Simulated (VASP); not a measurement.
# SiC: relaxation of shape and atoms at fixed volume with PBE

Crystal: SiC.

```
Si C
1.0
     3.06062    0.00000    0.00000
    -1.53031    2.65058    0.00000
     0.00000    0.00000    5.02305
Si C
2 2
Direct
  0.66667 0.33333 0.50458
  0.33333 0.66667 0.00458
  0.66667 0.33333 0.88042
  0.33333 0.66667 0.38042
```

```json
{
  "Program": "VASP 6.6.1",
  "Task": "relaxation of shape and atoms at fixed volume",
  "Functional": "PBE",
  "Potentials or basis": "VASP PAW PBE potentials, release 64 (Si, C)",
  "Cutoff": "600 eV",
  "k mesh": "12 × 12 × 6",
  "Occupations": "gaussian, width 0.02 eV",
  "Spin": "no spin polarisation",
  "Dipole correction": "no",
  "Further INCAR settings": "ALGO = Normal; EDIFF = 1e-06; IBRION = 2; EDIFFG = -0.01; NSW = 50; ISIF = 4"
}
```

* Pressure after relaxing: 6.7 GPa
* Largest force after relaxing: 0.006 eV/Å
* Band gap on the k mesh: 2.25 eV (least direct gap 4.00 eV)

Forces on the atoms (eV/Å):
```
Si   0.000  0.000  0.006
Si   0.000  0.000  0.006
C    0.000  0.000 -0.006
C    0.000  0.000 -0.006
```

Stress tensor (GPa, compression positive):
```
6.77 0.00 0.00
0.00 6.77 0.00
0.00 0.00 6.59
```

Final structure:
```
Si C
1.0
     3.06062    0.00000    0.00000
    -1.53031    2.65058    0.00000
     0.00000    0.00000    5.02305
Si C
2 2
Direct
  0.66667 0.33333 0.50458
  0.33333 0.66667 0.00458
  0.66667 0.33333 0.88042
  0.33333 0.66667 0.38042
```

Levels at points of the mesh, in eV from the valence-band top:
```csv
k point,band 5,band 6,band 7,band 8,band 9,band 10,band 11,band 12
"(0.00, 0.00, 0.00)",-1.32,-0.11,0.00,0.00,4.93,6.37,6.76,6.76
"(0.50, 0.00, 0.00)",-5.48,-3.35,-3.33,-1.20,2.80,4.24,7.00,7.19
"(0.00, 0.00, 0.50)",-0.72,-0.72,-0.72,-0.72,6.03,6.03,7.43,7.43
"(0.50, 0.00, 0.50)",-2.46,-2.46,-2.34,-2.34,3.32,3.32,5.32,5.32
```

It took 50 s on 1 thread of Intel Xeon 8259CL, with other jobs on the host, peak memory 0.18 GiB.

Caveat: the relaxation stopped at its first step, so nothing moved. A k mesh can miss the band edges.
